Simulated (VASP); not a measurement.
Input of a VASP 6.6.1 run:

The input INCAR:

```
SYSTEM = C
  ALGO = Normal
  EDIFF = 1E-6
  ENCUT = 520
  GGA = PE
  ISIF = 2
  ISMEAR = 0
  LASPH = .TRUE.
  LCHARG = .FALSE.
  LREAL = .FALSE.
  LWAVE = .FALSE.
  NBANDS = 8
  NELM = 100
  PREC = Accurate
  SIGMA = 0.1
```

The input KPOINTS:

```
k-points
0
G
  20 20 42
  0 0 0
```

Contents of POSCAR:

```
C
1.0
    2.2160917266     -3.7983684363      0.0883985804
    2.2160917266      3.7983684363      0.0883985804
   -0.2132425622      0.0000000000      1.2644341630
C
1
Direct
    0.5000000000      0.5000000000      0.5000000000
```

Potentials or basis: VASP PAW PBE potentials, release 64 (C).

The run is started by

```sh
$ cat potpaw_PBE.64/C/POTCAR > POTCAR
$ mpirun -np 1 vasp_std > vasp.out
```

Question: What does it give for the pressure?

Answer: -0.1 GPa.

Question: Estimate the band gap on the k mesh.

Answer: Zero (band 2 reaches 7.70 eV, above the bottom of band 3 at -6.83 eV).

Stress tensor (GPa, compression positive):
```
 0.00  0.00  0.05
 0.00  0.01  0.00
 0.05  0.00 -0.26
```
